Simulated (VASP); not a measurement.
# SnO2: single point with LDA

SnO2:

```
Sn O
1.0
     3.20536    1.85061    4.29120
    -3.20536    1.85061    4.29120
     0.00000   -3.70123    4.29120
Sn O
4 8
Cartesian
  0.0000 0.0000 11.1297
  0.0000 -1.8506 6.8428
  -1.6027 0.9253 6.8428
  1.6027 0.9253 6.8428
  -1.6017 -0.9247 5.8323
  1.6017 -0.9247 5.8323
  0.0000 1.8495 5.8323
  0.0000 0.0000 7.8521
  0.0000 0.0000 1.5429
  0.0000 -1.8518 3.5591
  -1.6037 0.9259 3.5591
  1.6037 0.9259 3.5591
```

```
Program                : VASP 6.6.1
Task                   : single point
Functional             : LDA
Potentials or basis    : VASP PAW LDA potentials, release 64 (Sn_d, O)
Cutoff                 : 520 eV
k mesh                 : 6 × 6 × 6
Occupations            : gaussian, width 0.05 eV
Spin                   : no spin polarisation
Dipole correction      : no
Further INCAR settings : ALGO = Normal; EDIFF = 1e-07; NBANDS = 64
```

The pressure is -4.3 GPa. The largest force is 0.490 eV/Å and the band gap on the k mesh is 1.55 eV.

Forces on the atoms (eV/Å):
```
Sn   0.000  0.000  0.007
Sn   0.000 -0.001 -0.002
Sn  -0.001  0.000 -0.002
Sn   0.001  0.000 -0.002
O   -0.001  0.000  0.489
O    0.001  0.000  0.489
O    0.000  0.001  0.489
O    0.000  0.000 -0.490
O    0.000  0.000  0.487
O    0.000  0.001 -0.489
O    0.001  0.000 -0.489
O   -0.001  0.000 -0.489
```

Stress tensor (GPa, compression positive):
```
-3.70  0.00  0.00
 0.00 -3.70  0.00
 0.00  0.00 -5.41
```

Levels at points of the mesh, in eV from the valence-band top:
| k point | band 49 | band 50 | band 51 | band 52 | band 53 | band 54 | band 55 | band 56 |
| --- | --- | --- | --- | --- | --- | --- | --- | --- |
| (0.00, 0.00, 0.00) | -0.05 | -0.05 | -0.05 | 0.00 | 1.55 | 4.67 | 4.67 | 4.67 |
| (0.50, 0.00, 0.00) | -0.44 | -0.44 | -0.08 | -0.08 | 4.08 | 4.08 | 5.52 | 5.52 |
| (0.50, 0.50, 0.00) | -0.66 | -0.65 | -0.19 | -0.19 | 4.49 | 4.49 | 5.54 | 5.54 |
| (0.50, 0.50, 0.50) | -1.05 | -1.00 | -1.00 | -1.00 | 3.53 | 5.26 | 5.26 | 5.26 |

Wall time 2.9 min on 1 thread of Intel(R) Xeon(R) 6975P-C (Granite Rapids), on a shared host, peak memory 0.35 GiB.

Caveat: the cell stands under tension; spin-orbit coupling is left out, which moves the levels of the heavy elements.
